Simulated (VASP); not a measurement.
# Ti4HO8 in VASP: single point with PBE+D3(BJ)

Aim: the single point of Ti4HO8 with PBE+D3(BJ).

All numbers are computed with VASP 6.6.1; they aren't measurements. Logs are shortened: lines on timing, memory, paths and dates and some standing lists are left out, and cuts for length are marked.

## 1. The cell of the first run

The cell holds a slab with vacuum, 26 atoms: a = 5.909 Å, b = 6.517 Å, c = 23.808 Å, α = 90.00°, β = 90.00°, γ = 90.00°.

## 2. Single point, PBE+D3(BJ)

Contents of INCAR:

```
  PREC = Accurate
  ENCUT = 520
  EDIFF = 1E-7
  ISMEAR = 0
  SIGMA = 0.05
  LREAL = Auto
  LASPH = True
  NELM = 80
  ALGO = Normal
  ISIF = 2
  LWAVE = False
  LCHARG = True
  LDIPOL = True
  IDIPOL = 3
  DIPOL = 0.5 0.5 0.475
  GGA = PE
  IVDW = 12
  LELF = True
  LVHAR = True
  LVACPOTAV = True
  NBANDS = 116
```

Contents of KPOINTS:

```
regular mesh
0
Gamma
  3 3 1
```

Contents of POSCAR:

```
Ti4HO8
1.0
    5.9085268334      0.0000000000      0.0000000000
    0.0000000000      6.5169368715      0.0000000000
    0.0000000000      0.0000000000     23.8081649889
O Ti H
16 8 2
Direct
    0.0000000000      0.0000000000      0.3360191768
    0.5000000000      0.0000000000      0.3360191768
    0.2500000000      0.3043792196      0.3895658603
    0.7500000000      0.3043792196      0.3895658603
    0.2500000000      0.6956207804      0.3895658603
    0.7500000000      0.6956207804      0.3895658603
    0.0000000000      0.0000000000      0.4431125439
    0.5000000000      0.0000000000      0.4431125439
   -0.0000100797      0.5000002082      0.4673652305
    0.5001858537      0.4999994026      0.4672656991
    0.2497373951      0.8115993680      0.5317513016
    0.7497362503      0.8115584178      0.5317764254
    0.2497372190      0.1883998133      0.5317508847
    0.7497364836      0.1884403738      0.5317765480
   -0.0002457609      0.4999983804      0.5754118273
    0.4993996558      0.4999995179      0.5753492045
    0.0000000000      0.5000000000      0.3895658603
    0.5000000000      0.5000000000      0.3895658603
    0.2500000000      0.0000000000      0.3895658603
    0.7500000000      0.0000000000      0.3895658603
   -0.0002000301     -0.0000010362      0.5188191773
    0.4998135659     -0.0000000719      0.5188215558
    0.2492992052      0.4999995794      0.5304655811
    0.7496476481      0.4999992161      0.5305531238
    0.7932469956      0.5004476657      0.6897456029
    0.6676642104      0.5008173705      0.6848231880
```

Potentials or basis: VASP PAW PBE potentials, release 64 (O, Ti_sv, H).

On the command line:

```
cat potpaw_PBE.64/O/POTCAR potpaw_PBE.64/Ti_sv/POTCAR potpaw_PBE.64/H/POTCAR > POTCAR
mpirun -np 1 vasp_std > vasp.out
```

OUTCAR:

```text
PREC = Accurate
   ENCUT = 520
   EDIFF = 1E-7
   ISMEAR = 0
   LREAL = Auto
   LASPH = True
   NELM = 80
   ISIF = 2
   GGA = PE
   IVDW = 12
 IVDW          = 12

 ion  position               nearest neighbor table
   1  0.000  0.000  0.336-  19 1.95  20 1.95
   2  0.500  0.000  0.336-  19 1.95  20 1.95
   3  0.250  0.304  0.390-  17 1.95  18 1.95  19 1.98
   4  0.750  0.304  0.390-  17 1.95  18 1.95  20 1.98
   5  0.250  0.696  0.390-  17 1.95  18 1.95  19 1.98
   6  0.750  0.696  0.390-  17 1.95  18 1.95  20 1.98
   7  0.000  0.000  0.443-  21 1.80  20 1.95  19 1.95
   8  0.500  0.000  0.443-  22 1.80  20 1.95  19 1.95
   9  1.000  0.500  0.467-  17 1.85  23 2.10  24 2.11
  10  0.500  0.500  0.467-  18 1.85  24 2.11  23 2.11
  11  0.250  0.812  0.532-  21 1.95  22 1.95  23 2.03
  12  0.750  0.812  0.532-  22 1.95  21 1.95  24 2.03
  13  0.250  0.188  0.532-  21 1.95  22 1.95  23 2.03
  14  0.750  0.188  0.532-  22 1.95  21 1.95  24 2.03
  15  1.000  0.500  0.575-  23 1.82  24 1.82
  16  0.499  0.500  0.575-  24 1.82  23 1.82
  17  0.000  0.500  0.390-   9 1.85   4 1.95   5 1.95   6 1.95   3 1.95
  18  0.500  0.500  0.390-  10 1.85   4 1.95   5 1.95   6 1.95   3 1.95
  19  0.250  0.000  0.390-   1 1.95   2 1.95   7 1.95   8 1.95   3 1.98   5 1.98
  20  0.750  0.000  0.390-   1 1.95   2 1.95   7 1.95   8 1.95   4 1.98   6 1.98
  21  1.000  1.000  0.519-   7 1.80  11 1.95  13 1.95  12 1.95  14 1.95
  22  0.500  1.000  0.519-   8 1.80  14 1.95  12 1.95  13 1.95  11 1.95
  23  0.249  0.500  0.530-  15 1.82  16 1.82  13 2.03  11 2.03   9 2.10  10 2.11
  24  0.750  0.500  0.531-  16 1.82  15 1.82  14 2.03  12 2.03  10 2.11   9 2.11
  25  0.793  0.500  0.690-  26 0.75
  26  0.668  0.501  0.685-  25 0.75

  LATTYP: Found a simple orthorhombic cell.
 ALAT       =     5.9085268334
 B/A-ratio  =     1.1029715283
 C/A-ratio  =     4.0294587230

  Lattice vectors:

 A1 = (   5.9085268334,   0.0000000000,   0.0000000000)
 A2 = (   0.0000000000,   6.5169368715,   0.0000000000)
 A3 = (   0.0000000000,   0.0000000000,  23.8081649889)

Analysis of symmetry for initial positions (statically):
=====================================================================
 Subroutine PRICEL returns:
 Original cell was already a primitive cell.

 Routine SETGRP: Setting up the symmetry group for a
 simple orthorhombic supercell.

 Subroutine GETGRP returns: Found  1 space group operations
 (whereof  1 operations were pure point group operations)
 out of a pool of  8 trial point group operations.

The static configuration has the point symmetry C_1 .

Analysis of symmetry for dynamics (positions and initial velocities):
=====================================================================
 Subroutine PRICEL returns:
 Original cell was already a primitive cell.

 Routine SETGRP: Setting up the symmetry group for a
 simple orthorhombic supercell.

 Subroutine GETGRP returns: Found  1 space group operations
 (whereof  1 operations were pure point group operations)
 out of a pool of  8 trial point group operations.

The dynamic configuration has the point symmetry C_1 .

 Subroutine INISYM returns: Found  1 space group operations
 (whereof  1 operations are pure point group operations),
 and found     1 'primitive' translations

----------------------------------------------------------------------------------------

                                     Primitive cell

  volume of cell :     916.7452

  direct lattice vectors                    reciprocal lattice vectors
     5.908526833  0.000000000  0.000000000     0.169246925  0.000000000  0.000000000
     0.000000000  6.516936871  0.000000000     0.000000000  0.153446323  0.000000000
     0.000000000  0.000000000 23.808164989     0.000000000  0.000000000  0.042002397

  length of vectors
     5.908526833  6.516936871 23.808164989     0.169246925  0.153446323  0.042002397

  position of ions in fractional coordinates (direct lattice)
     0.000000000  0.000000000  0.336019177
     0.500000000  0.000000000  0.336019177
     0.250000000  0.304379220  0.389565860
     0.750000000  0.304379220  0.389565860
     0.250000000  0.695620780  0.389565860
     0.750000000  0.695620780  0.389565860
[... 18 lines left out ...]
     0.793246996  0.500447666  0.689745603
     0.667664210  0.500817371  0.684823188

  ion indices of the primitive-cell ions
   primitive index   ion index
                 1           1
                 2           2
                 3           3
                 4           4
                 5           5
                 6           6
[... 18 lines left out ...]
                25          25
                26          26

----------------------------------------------------------------------------------------

 KPOINTS: regular mesh

Automatic generation of k-mesh.
 Grid dimensions read from file:
 generate k-points for:    3    3    1

 Generating k-lattice:

  Cartesian coordinates                     Fractional coordinates (reciprocal lattice)
     0.056415642  0.000000000  0.000000000     0.333333333  0.000000000  0.000000000
     0.000000000  0.051148774  0.000000000     0.000000000  0.333333333  0.000000000
     0.000000000  0.000000000  0.042002397     0.000000000  0.000000000  1.000000000

  Length of vectors
     0.056415642  0.051148774  0.042002397

  Shift w.r.t. Gamma in fractional coordinates (k-lattice)
     0.000000000  0.000000000  0.000000000

 Subroutine IBZKPT returns following result:
 ===========================================

 Found      5 irreducible k-points:

 Following reciprocal coordinates:
            Coordinates               Weight
  0.000000  0.000000  0.000000      1.000000
  0.333333  0.000000  0.000000      2.000000
  0.000000  0.333333  0.000000      2.000000
  0.333333  0.333333  0.000000      2.000000
  0.333333 -0.333333  0.000000      2.000000
   k-points           NKPTS =      5   k-points in BZ     NKDIM =      5   number of bands    NBANDS=    116
   number of dos      NEDOS =    301   number of ions     NIONS =     26
   total plane-waves  NPLWV = 414720
   dimension x,y,z NGX =    48 NGY =   48 NGZ =  180
   dimension x,y,z NGXF=    96 NGYF=   96 NGZF=  360
   ions per type =              16   8   2
   NGX,Y,Z   is equivalent  to a cutoff of  13.51, 12.24, 12.57 a.u.
   NGXF,Y,Z  is equivalent  to a cutoff of  27.01, 24.49, 25.14 a.u.
 SYSTEM =  unknown system
   PREC   = accura    normal or accurate (medium, high low for compatibility)
   ISTART =      0    job   : 0-new  1-cont  2-samecut
   ICHARG =      2    charge: 1-file 2-atom 10-const
   ISPIN  =      1    spin polarized calculation?
   LNONCOLLINEAR =      F non collinear calculations
   LSORBIT =      F    spin-orbit coupling
   LASPH  =      T    aspherical Exc in radial PAW
   ENCUT  =  520.0 eV  38.22 Ry    6.18 a.u.  10.99 12.12 44.27*2*pi/ulx,y,z
   NELM   =     80;   NELMIN=  2; NELMDL= -5     # of ELM steps
   EDIFF  = 0.1E-06   stopping-criterion for ELM
   LREAL  =      T    real-space projection
   EDIFFG = 0.1E-05   stopping-criterion for IOM
   NSW    =      0    number of steps for IOM
   IBRION =     -1    ionic relax: 0-MD 1-quasi-New 2-CG
   NFREE  =      0    steps in history (QN), initial steepest desc. (CG)
   ISIF   =      2    stress and relaxation
   ISYM   =      2    0-nonsym 1-usesym 2-fastsym
   POTIM  = 0.5000    time-step for ionic-motion
   TEBEG  =    0.0;   TEEND  =   0.0 temperature during run
   PSTRESS=    0.0 pullay stress
   NELECT =     194.0000    total number of electrons
   NUPDOWN=      -1.0000    fix difference up-down
   EMIN   =  10.00;   EMAX   =-10.00  energy-range for DOS
   EFERMI =   0.00;   METHOD = LEGACY
   ISMEAR =     0;   SIGMA  =   0.05  broadening in eV -4-tet -1-fermi 0-gaus
   EFERMI_NEDOS =   21; number of points for ismear=-14 and -15
   IALGO  =     38    algorithm
   IMIX   =      4    mixing-type and parameters
     AMIX     =   0.40;   BMIX     =  1.00
     AMIX_MAG =   1.60;   BMIX_MAG =  1.00
  volume/ion in A,a.u.               =      35.26       237.94
  Fermi-wavevector in a.u.,A,eV,Ry     =   0.975572  1.843563 12.949211  0.951740
  Thomas-Fermi vector in A             =   2.106122
   LORBIT       =      0    0 simple, 1 ext, 2 COOP (PROOUT), +10 PAW based schemes
   GGA     = PE    functional components
   LHFCALC =     F    Hartree Fock is set to
   AEXX    =    0.0000 exact exchange contribution
   IVDW    =    12    specifies the selected vdW correction
   LEPSILON=     F    determine dielectric tensor
   LRPA    =     F    only Hartree local field effects (RPA)
 non-spin polarized calculation
 Gauss-broadening in eV      SIGMA  =   0.05
  energy-cutoff  :      520.00
  volume of cell :      916.75
 maximum number of plane-waves:     24713
 NGX is ok and might be reduce to    48
   NGX = 21   NGY = 25   NGZ = 89

 dipolmoment           0.000000      0.000000      0.023660 electrons x Angstroem

 number of electron     193.9999923 magnetization

 dipolmoment           0.000000      0.000000     -0.032494 electrons x Angstroem

 Free energy of the ion-electron system (eV)
  ---------------------------------------------------
  ext. energy  EPLUGINS =         0.00000000
  ---------------------------------------------------
  free energy    TOTEN  =      -217.55385828 eV

  energy without entropy =     -217.55385828  energy(sigma->0) =     -217.55385828

 E-fermi :  -3.3256     XC(G=0):  -3.8456

 val. band max:       -3.5770356852   @ k =   0.0000   0.0000   0.0000
 cond. band min:      -1.8321057646   @ k =   0.0000   0.0000   0.0000
 fundamental gap:      1.7449299206
 Fermi energy:        -3.3256207130

 k-point     1 :       0.0000    0.0000    0.0000
  band No.  band energies     occupation
      1     -60.8237      2.00000
      2     -60.7824      2.00000
      3     -60.7488      2.00000
      4     -60.7075      2.00000
      5     -60.2581      2.00000
      6     -60.2146      2.00000
[... 101 lines left out ...]
    108      -0.8045      0.00000
    109      -0.7818      0.00000

 k-point     2 :       0.3333    0.0000    0.0000
  band No.  band energies     occupation
      1     -60.8134      2.00000
      2     -60.7928      2.00000
      3     -60.7389      2.00000
      4     -60.7175      2.00000
      5     -60.2473      2.00000
      6     -60.2256      2.00000
[... 101 lines left out ...]
    108      -0.7618      0.00000
    109      -0.6416      0.00000

 k-point     3 :       0.0000    0.3333    0.0000
  band No.  band energies     occupation
      1     -60.8237      2.00000
      2     -60.7824      2.00000
      3     -60.7488      2.00000
      4     -60.7075      2.00000
      5     -60.2582      2.00000
      6     -60.2146      2.00000
[... 101 lines left out ...]
    108      -0.7616      0.00000
    109      -0.6538      0.00000

 k-point     4 :       0.3333    0.3333    0.0000
  band No.  band energies     occupation
      1     -60.8134      2.00000
      2     -60.7928      2.00000
      3     -60.7389      2.00000
      4     -60.7175      2.00000
      5     -60.2473      2.00000
      6     -60.2256      2.00000
[... 101 lines left out ...]
    108      -0.6382      0.00000
    109      -0.6137      0.00000

 k-point     5 :       0.3333   -0.3333    0.0000
  band No.  band energies     occupation
      1     -60.8134      2.00000
      2     -60.7928      2.00000
      3     -60.7389      2.00000
      4     -60.7175      2.00000
      5     -60.2473      2.00000
      6     -60.2256      2.00000
[... 101 lines left out ...]
    108      -0.6382      0.00000
    109      -0.6137      0.00000
 [bands above 109 left out]

------------------------ aborting loop because EDIFF is reached ----------------------------------------

 Edisp (eV)   -4.10861

 E8    (eV) :    -1.6934

  FORCE on cell =-STRESS in cart. coord.  units (eV):
  Direction    XX          YY          ZZ          XY          YZ          ZX
  --------------------------------------------------------------------------------------
  -------------------------------------------------------------------------------------
  Total      -3.89801     4.65680    -0.70074     0.00032    -0.00025     0.04165
  in kB      -6.81248     8.13860    -1.22467     0.00056    -0.00044     0.07280
  external pressure =        0.03 kB  Pullay stress =        0.00 kB

 VOLUME and BASIS-vectors are now :
 -----------------------------------------------------------------------------
  energy-cutoff  :      520.00
  volume of cell :      916.75
      direct lattice vectors                 reciprocal lattice vectors
     5.908526833  0.000000000  0.000000000     0.169246925  0.000000000  0.000000000
     0.000000000  6.516936871  0.000000000     0.000000000  0.153446323  0.000000000
     0.000000000  0.000000000 23.808164989     0.000000000  0.000000000  0.042002397

 POSITION                                       TOTAL-FORCE (eV/Angst)
 -----------------------------------------------------------------------------------
      0.00000      0.00000      8.00000        -0.000424      0.000065      2.383779
      2.95426      0.00000      8.00000        -0.000853      0.000065      2.383455
      1.47713      1.98362      9.27485        -0.008045      0.764068     -1.014024
      4.43140      1.98362      9.27485         0.008242      0.763779     -1.016300
      1.47713      4.53332      9.27485        -0.008038     -0.763936     -1.014023
      4.43140      4.53332      9.27485         0.008235     -0.763649     -1.016301
[... 18 lines left out ...]
      4.68692      3.26139     16.42158        -0.012505      0.000370      0.004273
      3.94491      3.26380     16.30438         0.015955     -0.000133     -0.004698
 -----------------------------------------------------------------------------------
    total drift:                                0.011878     -0.001708      0.010528

  FREE ENERGIE OF THE ION-ELECTRON SYSTEM (eV)
  ---------------------------------------------------
  free  energy   TOTEN  =      -221.6624666133 eV

  energy  without entropy=     -221.6624666133  energy(sigma->0) =     -221.66246661

 vacuum level on the upper side and lower side of the slab         3.284         3.437
```

It took 33 min on 1 thread of Intel Xeon 8259CL, shared host; peak memory 1 GiB.

Results:

| Item | Value |
| --- | --- |
| Free energy | -221.6625 eV |
| Largest force | 5.383 eV/Å |
| Band gap on the k mesh | 1.74 eV |
| Dispersion energy per atom | -0.158 eV |

Forces in eV/Å, atoms in the order of the input:
```
O    0.000  0.000  2.384
O   -0.001  0.000  2.383
O   -0.008  0.764 -1.014
O    0.008  0.764 -1.016
O   -0.008 -0.764 -1.014
O    0.008 -0.764 -1.016
O   -0.004  0.000  1.809
O   -0.003  0.000  1.810
O   -0.003  0.000  0.028
O   -0.010  0.000  0.056
O    0.001 -0.042  0.011
O    0.002 -0.039  0.010
O    0.001  0.042  0.011
O    0.002  0.039  0.010
O   -0.001  0.000  0.122
O    0.007  0.000  0.109
Ti  -0.002  0.000  3.023
Ti   0.004  0.000  3.021
Ti  -0.001  0.000 -5.383
Ti   0.000  0.000 -5.383
Ti  -0.002  0.000  0.106
Ti   0.004  0.000  0.105
Ti   0.023 -0.001 -0.089
Ti  -0.019  0.000 -0.083
H   -0.013  0.000  0.004
H    0.016  0.000 -0.005
```
